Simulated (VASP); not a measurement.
# Li2HgI4 (P6/mmm) in VASP: notebook

Runs on Li2HgI4. Level: PBE. Tasks: single point, relaxation of cell and atoms.

Everything below comes from runs of VASP 6.6.1. Logs are shortened: lines on timing, memory, paths and dates and some standing lists are left out, and cuts for length are marked.

## Step 1: The cell of the first run

Symmetry: P6/mmm, No. 191, hexagonal system. Conventional cell: a = 6.414 Å, b = 6.414 Å, c = 9.092 Å, α = 90.00°, β = 90.00°, γ = 120.00°. Within 3.4 Å of Li (site symmetry -6m2) lie 2 I at 2.54 Å. Hg (site symmetry 6/mmm) has 12 I at 4.21 Å within 5.5 Å. Within 3.4 Å of I (site symmetry 3m) lie 1 Li at 2.54 Å.

The cell was built from a structure type or drawn by symmetry, and may not be a known phase.

## Step 2: Single point, PBE

The input, INCAR:

```
SYSTEM = Li2HgI4
ALGO = Normal
EDIFF = 1E-6
ENCUT = 520
GGA = PE
ISIF = 2
ISMEAR = 0
LASPH = .True.
LCHARG = .True.
LELF = .True.
LREAL = .False.
LVHAR = .True.
LWAVE = .False.
NBANDS = 32
NELM = 100
PREC = Accurate
SIGMA = 0.15
```

The input, KPOINTS:

```
k-points
0
Gamma
  3 3 2
  0 0 0
```

The input, POSCAR:

```
Li2HgI4
1.0
    6.4143406812     -0.0000000032      0.0000000000
   -3.2071703378      5.5549819801      0.0000000000
    0.0000000000      0.0000000000      9.0916009545
Li Hg I
2 1 4
Direct
    0.3333333333      0.6666666667      0.0000000000
    0.6666666667      0.3333333333      0.0000000000
    0.0000000000      0.0000000000      0.5000000000
    0.3333333333      0.6666666667      0.2792471593
    0.3333333333      0.6666666667      0.7207528407
    0.6666666667      0.3333333333      0.7207528407
    0.6666666667      0.3333333333      0.2792471593
```

Potentials or basis: VASP PAW PBE potentials, release 64 (Li_sv, Hg, I).

On the command line:

```sh
cat potpaw_PBE.64/Li_sv/POTCAR potpaw_PBE.64/Hg/POTCAR potpaw_PBE.64/I/POTCAR > POTCAR
mpirun -np 1 vasp_std > vasp.out
```

OUTCAR:

```text
SYSTEM = Li2HgI4
   EDIFF = 1E-6
   ENCUT = 520
   GGA = PE
   ISIF = 2
   ISMEAR = 0
   LASPH = .True.
   LREAL = .False.
   NELM = 100
   PREC = Accurate

 ion  position               nearest neighbor table
   1  0.333  0.667  0.000-   4 2.54   5 2.54
   2  0.667  0.333  0.000-   6 2.54   7 2.54
   3  0.000  0.000  0.500-
   4  0.333  0.667  0.279-   1 2.54
   5  0.333  0.667  0.721-   1 2.54
   6  0.667  0.333  0.721-   2 2.54
   7  0.667  0.333  0.279-   2 2.54

  LATTYP: Found a hexagonal cell.
 ALAT       =     6.4143406812
 C/A-ratio  =     1.4173866663

  Lattice vectors:

 A1 = (   6.4143406812,  -0.0000000032,   0.0000000000)
 A2 = (  -3.2071703378,   5.5549819801,   0.0000000000)
 A3 = (   0.0000000000,   0.0000000000,   9.0916009545)

Analysis of symmetry for initial positions (statically):
=====================================================================
 Subroutine PRICEL returns:
 Original cell was already a primitive cell.

 Routine SETGRP: Setting up the symmetry group for a
 hexagonal supercell.

 Subroutine GETGRP returns: Found 24 space group operations
 (whereof 24 operations were pure point group operations)
 out of a pool of 24 trial point group operations.

The static configuration has the point symmetry D_6h.

Analysis of symmetry for dynamics (positions and initial velocities):
=====================================================================
 Subroutine PRICEL returns:
 Original cell was already a primitive cell.

 Routine SETGRP: Setting up the symmetry group for a
 hexagonal supercell.

 Subroutine GETGRP returns: Found 24 space group operations
 (whereof 24 operations were pure point group operations)
 out of a pool of 24 trial point group operations.

The dynamic configuration has the point symmetry D_6h.

 Subroutine INISYM returns: Found 24 space group operations
 (whereof 24 operations are pure point group operations),
 and found     1 'primitive' translations

----------------------------------------------------------------------------------------

                                     Primitive cell

  volume of cell :     323.9478

  direct lattice vectors                    reciprocal lattice vectors
     6.414340681 -0.000000003  0.000000000     0.155900669  0.090009293  0.000000000
    -3.207170338  5.554981980  0.000000000     0.000000000  0.180018586  0.000000000
     0.000000000  0.000000000  9.091600955     0.000000000  0.000000000  0.109991629

  length of vectors
     6.414340681  6.414340681  9.091600955     0.180018586  0.180018586  0.109991629

  position of ions in fractional coordinates (direct lattice)
     0.333333333  0.666666667  0.000000000
     0.666666667  0.333333333  0.000000000
     0.000000000  0.000000000  0.500000000
     0.333333333  0.666666667  0.279247159
     0.333333333  0.666666667  0.720752841
     0.666666667  0.333333333  0.720752841
     0.666666667  0.333333333  0.279247159

  ion indices of the primitive-cell ions
   primitive index   ion index
                 1           1
                 2           2
                 3           3
                 4           4
                 5           5
                 6           6
                 7           7

----------------------------------------------------------------------------------------

 KPOINTS: k-points

Automatic generation of k-mesh.
 Grid dimensions read from file:
 generate k-points for:    3    3    2

 Generating k-lattice:

  Cartesian coordinates                     Fractional coordinates (reciprocal lattice)
     0.051966890  0.030003098  0.000000000     0.333333333  0.000000000  0.000000000
     0.000000000  0.060006195  0.000000000    -0.000000000  0.333333333  0.000000000
     0.000000000  0.000000000  0.054995815     0.000000000  0.000000000  0.500000000

  Length of vectors
     0.060006195  0.060006195  0.054995815

  Shift w.r.t. Gamma in fractional coordinates (k-lattice)
     0.000000000  0.000000000  0.000000000

 Subroutine IBZKPT returns following result:
 ===========================================

 Found      6 irreducible k-points:

 Following reciprocal coordinates:
            Coordinates               Weight
  0.000000  0.000000  0.000000      1.000000
  0.333333 -0.000000  0.000000      6.000000
  0.333333  0.333333  0.000000      2.000000
  0.000000  0.000000  0.500000      1.000000
  0.333333 -0.000000  0.500000      6.000000
  0.333333  0.333333  0.500000      2.000000
   k-points           NKPTS =      6   k-points in BZ     NKDIM =      6   number of bands    NBANDS=     32
   number of dos      NEDOS =    301   number of ions     NIONS =      7
   total plane-waves  NPLWV = 161280
   dimension x,y,z NGX =    48 NGY =   48 NGZ =   70
   dimension x,y,z NGXF=    96 NGYF=   96 NGZF=  140
   ions per type =               2   1   4
   NGX,Y,Z   is equivalent  to a cutoff of  12.44, 12.44, 12.80 a.u.
   NGXF,Y,Z  is equivalent  to a cutoff of  24.88, 24.88, 25.60 a.u.
 SYSTEM =  Li2HgI4
   PREC   = accura    normal or accurate (medium, high low for compatibility)
   ISTART =      0    job   : 0-new  1-cont  2-samecut
   ICHARG =      2    charge: 1-file 2-atom 10-const
   ISPIN  =      1    spin polarized calculation?
   LNONCOLLINEAR =      F non collinear calculations
   LSORBIT =      F    spin-orbit coupling
   LASPH  =      T    aspherical Exc in radial PAW
   ENCUT  =  520.0 eV  38.22 Ry    6.18 a.u.  11.93 11.93 16.90*2*pi/ulx,y,z
   NELM   =    100;   NELMIN=  2; NELMDL= -5     # of ELM steps
   EDIFF  = 0.1E-05   stopping-criterion for ELM
   LREAL  =      F    real-space projection
   EDIFFG = 0.1E-04   stopping-criterion for IOM
   NSW    =      0    number of steps for IOM
   IBRION =     -1    ionic relax: 0-MD 1-quasi-New 2-CG
   NFREE  =      0    steps in history (QN), initial steepest desc. (CG)
   ISIF   =      2    stress and relaxation
   ISYM   =      2    0-nonsym 1-usesym 2-fastsym
   POTIM  = 0.5000    time-step for ionic-motion
   TEBEG  =    0.0;   TEEND  =   0.0 temperature during run
   PSTRESS=    0.0 pullay stress
   NELECT =      46.0000    total number of electrons
   NUPDOWN=      -1.0000    fix difference up-down
   EMIN   =  10.00;   EMAX   =-10.00  energy-range for DOS
   EFERMI =   0.00;   METHOD = LEGACY
   ISMEAR =     0;   SIGMA  =   0.15  broadening in eV -4-tet -1-fermi 0-gaus
   EFERMI_NEDOS =   21; number of points for ismear=-14 and -15
   IALGO  =     38    algorithm
   IMIX   =      4    mixing-type and parameters
     AMIX     =   0.40;   BMIX     =  1.00
     AMIX_MAG =   1.60;   BMIX_MAG =  1.00
  volume/ion in A,a.u.               =      46.28       312.30
  Fermi-wavevector in a.u.,A,eV,Ry     =   0.854088  1.613992  9.924983  0.729466
  Thomas-Fermi vector in A             =   1.970630
   LORBIT       =      0    0 simple, 1 ext, 2 COOP (PROOUT), +10 PAW based schemes
   GGA     = PE    functional components
   LHFCALC =     F    Hartree Fock is set to
   AEXX    =    0.0000 exact exchange contribution
   IVDW    =     0    specifies the selected vdW correction
   LEPSILON=     F    determine dielectric tensor
   LRPA    =     F    only Hartree local field effects (RPA)
 non-spin polarized calculation
 Gauss-broadening in eV      SIGMA  =   0.15
  energy-cutoff  :      520.00
  volume of cell :      323.95
 maximum number of plane-waves:      8778
 NGX is ok and might be reduce to    48
   NGX = 23   NGY = 23   NGZ = 33

 number of electron      46.0000014 magnetization

 Free energy of the ion-electron system (eV)
  ---------------------------------------------------
  ext. energy  EPLUGINS =         0.00000000
  ---------------------------------------------------
  free energy    TOTEN  =       -12.28653332 eV

  energy without entropy =      -12.16436555  energy(sigma->0) =      -12.22544943

 E-fermi :  -0.1307     XC(G=0):  -6.6031

 val. band max:       -0.1577080156   @ k =   0.3333  -0.0000   0.5000
 cond. band min:      -0.0844673926   @ k =   0.3333  -0.0000   0.0000
 fundamental gap:      0.0732406230
 Fermi energy:        -0.1306951174

 k-point     1 :       0.0000    0.0000    0.0000
  band No.  band energies     occupation
      1     -46.1731      2.00000
      2     -46.1725      2.00000
      3     -12.0422      2.00000
      4     -11.9292      2.00000
      5     -11.2835      2.00000
      6     -11.1954      2.00000
[... 24 lines left out ...]
     31       6.0383      0.00000
     32       6.0384      0.00000

 k-point     2 :       0.3333   -0.0000    0.0000
  band No.  band energies     occupation
      1     -46.1730      2.00000
      2     -46.1726      2.00000
      3     -11.8963      2.00000
      4     -11.7888      2.00000
      5     -11.4615      2.00000
      6     -11.3671      2.00000
[... 24 lines left out ...]
     31       5.8742      0.00000
     32       6.8262      0.00000

 k-point     3 :       0.3333    0.3333    0.0000
  band No.  band energies     occupation
      1     -46.1728      2.00000
      2     -46.1728      2.00000
      3     -11.6866      2.00000
      4     -11.6866      2.00000
      5     -11.5857      2.00000
      6     -11.5857      2.00000
[... 24 lines left out ...]
     31       6.1003      0.00000
     32       7.1542      0.00000

 k-point     4 :       0.0000    0.0000    0.5000
  band No.  band energies     occupation
      1     -46.1731      2.00000
      2     -46.1724      2.00000
      3     -12.0499      2.00000
      4     -11.9211      2.00000
      5     -11.3011      2.00000
      6     -11.1768      2.00000
[... 24 lines left out ...]
     31       5.9667      0.00000
     32       5.9668      0.00000

 k-point     5 :       0.3333   -0.0000    0.5000
  band No.  band energies     occupation
      1     -46.1730      2.00000
      2     -46.1726      2.00000
      3     -11.9056      2.00000
      4     -11.7789      2.00000
      5     -11.4765      2.00000
      6     -11.3513      2.00000
[... 24 lines left out ...]
     31       6.3425      0.00000
     32       6.5031      0.00000

 k-point     6 :       0.3333    0.3333    0.5000
  band No.  band energies     occupation
      1     -46.1728      2.00000
      2     -46.1728      2.00000
      3     -11.6986      2.00000
      4     -11.6986      2.00000
      5     -11.5731      2.00000
      6     -11.5731      2.00000
[... 24 lines left out ...]
     31       5.8312      0.00000
     32       7.4090      0.00000

------------------------ aborting loop because EDIFF is reached ----------------------------------------

  FORCE on cell =-STRESS in cart. coord.  units (eV):
  Direction    XX          YY          ZZ          XY          YZ          ZX
  --------------------------------------------------------------------------------------
  -------------------------------------------------------------------------------------
  Total        0.2400214      0.2400214      1.1760749      0.0000000     -0.0000000      0.0000000
  in kB        1.1870951      1.1870951      5.8166175      0.0000000     -0.0000000      0.0000000
  external PRESSURE =       2.7302693 kB  Pullay stress =       0.0000000 kB

 VOLUME and BASIS-vectors are now :
 -----------------------------------------------------------------------------
  energy-cutoff  :      520.00
  volume of cell :      323.95
      direct lattice vectors                 reciprocal lattice vectors
     6.414340681 -0.000000003  0.000000000     0.155900669  0.090009293  0.000000000
    -3.207170338  5.554981980  0.000000000     0.000000000  0.180018586  0.000000000
     0.000000000  0.000000000  9.091600955     0.000000000  0.000000000  0.109991629

 POSITION                                       TOTAL-FORCE (eV/Angst)
 -----------------------------------------------------------------------------------
      0.00000      3.70332      0.00000         0.000000      0.000000      0.000000
      3.20717      1.85166      0.00000        -0.000000     -0.000000      0.000000
      0.00000      0.00000      4.54580        -0.000000      0.000000      0.000000
      0.00000      3.70332      2.53880         0.000000     -0.000000     -0.053123
      0.00000      3.70332      6.55280         0.000000      0.000000      0.053123
      3.20717      1.85166      6.55280        -0.000000     -0.000000      0.053123
      3.20717      1.85166      2.53880         0.000000     -0.000000     -0.053123
 -----------------------------------------------------------------------------------
    total drift:                               -0.000000      0.000000      0.000000

  FREE ENERGIE OF THE ION-ELECTRON SYSTEM (eV)
  ---------------------------------------------------
  free  energy   TOTEN  =       -12.2865333163 eV

  energy  without entropy=      -12.1643655509  energy(sigma->0) =      -12.22544943
```

Run time: 2.9 min. Hardware: 1 thread of Intel Xeon 8259CL, shared host; peak memory 0.43 GiB.

Results:

```
Free energy            : -12.2865 eV
Largest force          : 0.053 eV/Å
Band gap on the k mesh : zero (bands 23 and 24 overlap by 0.57 eV)
```

Forces on the atoms (eV/Å):
```
Li   0.000  0.000  0.000
Li   0.000  0.000  0.000
Hg   0.000  0.000  0.000
I    0.000  0.000 -0.053
I    0.000  0.000  0.053
I    0.000  0.000  0.053
I    0.000  0.000 -0.053
```

Caveat: the k points lie up to 0.38 Å⁻¹ apart, too coarse for converged energies and pressures of a metal; the cutoff is under 1.25 times the usual one of these potentials, so pressure, stress and relaxed cells hold a basis-set (Pulay) error; spin-orbit coupling is left out, which moves the levels of the heavy elements.

## Step 3: Relaxation of cell and atoms, PBE

This run uses another cell than the first one, of 37.58 Å³/atom.

The input, INCAR:

```
PREC = Accurate ; ENCUT = 600
EDIFF = 1E-6 ; ISMEAR = 0
SIGMA = 0.15 ; LREAL = False
LASPH = True ; NELM = 80
ALGO = Normal ; ISIF = 3
LWAVE = False ; LCHARG = False
GGA = PE ; IBRION = 2
NSW = 36 ; EDIFFG = -0.08
```

The input, KPOINTS:

```
regular mesh
0
Gamma
  3 3 2
```

The input, POSCAR:

```
Li2HgI4
1.0
    5.7189673500      0.0000000000      0.0000000000
   -2.8594836700      4.9527710100      0.0000000000
    0.0000000000      0.0000000000      9.2883920500
Li Hg I
2 1 4
Direct
    0.3333333300      0.6666666700      0.0000000000
    0.6666666700      0.3333333300      0.0000000000
    0.0000000000      0.0000000000      0.5000000000
    0.3333333300      0.6666666700      0.3572342600
    0.3333333300      0.6666666700      0.6427657400
    0.6666666700      0.3333333300      0.6427657400
    0.6666666700      0.3333333300      0.3572342600
```

Potentials or basis: VASP PAW PBE potentials, release 64 (Li_sv, Hg, I).

On the command line:

```sh
cat potpaw_PBE.64/Li_sv/POTCAR potpaw_PBE.64/Hg/POTCAR potpaw_PBE.64/I/POTCAR > POTCAR
mpirun -np 1 vasp_std > vasp.out
```

Wall time 31 min (1 thread of Intel Xeon 8259CL, shared host); peak memory 0.51 GiB.

It converged, with:

* Free energy: -12.3082 eV
* Relaxed volume: 47.66 Å³/atom
* Relaxed cell: a = 6.417 Å, b = 6.417 Å, c = 9.358 Å, α = 90.00°, β = 90.00°, γ = 120.00°
* Space group after relaxing (to 0.1 Å): P6/mmm (No. 191)
* Energy gained by relaxing: 843.8 meV/atom
* Ionic steps: 18
* Pressure after relaxing: 0.1 GPa
* Largest force after relaxing: 0.033 eV/Å
* Band gap on the k mesh: zero (bands 23 and 24 overlap by 0.62 eV)

Forces in eV/Å, atoms in the order of the input:
```
Li   0.000  0.000  0.000
Li   0.000  0.000  0.000
Hg   0.000  0.000  0.000
I    0.000  0.000 -0.033
I    0.000  0.000  0.033
I    0.000  0.000  0.033
I    0.000  0.000 -0.033
```

Stress tensor (GPa, compression positive):
```
0.07 0.00 0.00
0.00 0.07 0.00
0.00 0.00 0.19
```

The path:
| step | energy change (eV) | largest force (eV/Å) | pressure (GPa) | volume (Å³) |
| --- | --- | --- | --- | --- |
| 1 | 0.0000 | 3.7536 | 6.73 | 263.09 |
| 2 | -2.7443 | 1.6502 | -0.20 | 327.90 |
| 3 | -2.9541 | 1.4204 | -0.84 | 345.69 |
| 4 | -3.1070 | 1.1399 | -1.53 | 383.16 |
| 5 | -4.5523 | 1.1216 | -1.44 | 376.30 |
| 6 | -1.4555 | 4.1061 | 5.64 | 337.14 |
| 7 | -4.8132 | 1.2294 | -1.08 | 370.88 |
| 8 | -5.2639 | 0.3643 | 0.55 | 356.40 |
| 9 | -5.3351 | 0.8165 | -0.18 | 361.45 |
| 10 | -5.3424 | 0.7105 | 0.00 | 360.06 |
| 11 | -5.5655 | 0.2610 | 0.04 | 358.48 |
| 12 | -5.6349 | 0.0978 | 0.21 | 357.16 |
| 13 | -5.8173 | 0.2352 | -0.50 | 361.48 |
| 14 | -5.8180 | 0.2510 | -0.53 | 361.67 |
| 15 | -5.8773 | 0.1738 | -0.30 | 347.80 |
| 16 | -5.9028 | 0.0915 | 0.03 | 333.55 |
| 17 | -5.9030 | 0.0823 | 0.07 | 331.97 |
| 18 | -5.9063 | 0.0328 | 0.11 | 333.65 |

Final structure:
```
Li Hg I
1.0
     6.41657    0.00000    0.00000
    -3.20828    5.55691    0.00000
     0.00000    0.00000    9.35752
Li Hg I
2 1 4
Cartesian
  0.0000 3.7046 0.0000
  3.2083 1.8523 0.0000
  0.0000 0.0000 4.6788
  0.0000 3.7046 2.5468
  0.0000 3.7046 6.8107
  3.2083 1.8523 6.8107
  3.2083 1.8523 2.5468
```

Levels at points of the mesh, in eV from the Fermi level:
```csv
k point,band 20,band 21,band 22,band 23,band 24,band 25,band 26,band 27
"(0.00, 0.00, 0.00)",-0.78,-0.52,-0.52,-0.27,-0.27,3.40,4.29,4.29
"(0.00, 0.00, 0.50)",-0.70,-0.44,-0.44,-0.36,-0.36,3.39,4.49,4.49
```

Caveat: the k points lie up to 0.38 Å⁻¹ apart in the final cell, too coarse for converged energies and pressures of a metal; the cutoff is under 1.25 times the usual one of these potentials, so pressure, stress and relaxed cells hold a basis-set (Pulay) error; the volume moved by over 15 % at a fixed basis, so the end points are rough; spin-orbit coupling is left out, which moves the levels of the heavy elements; the relaxation stopped at a loose force limit of 0.08 eV/Å, so its end isn't a converged minimum.
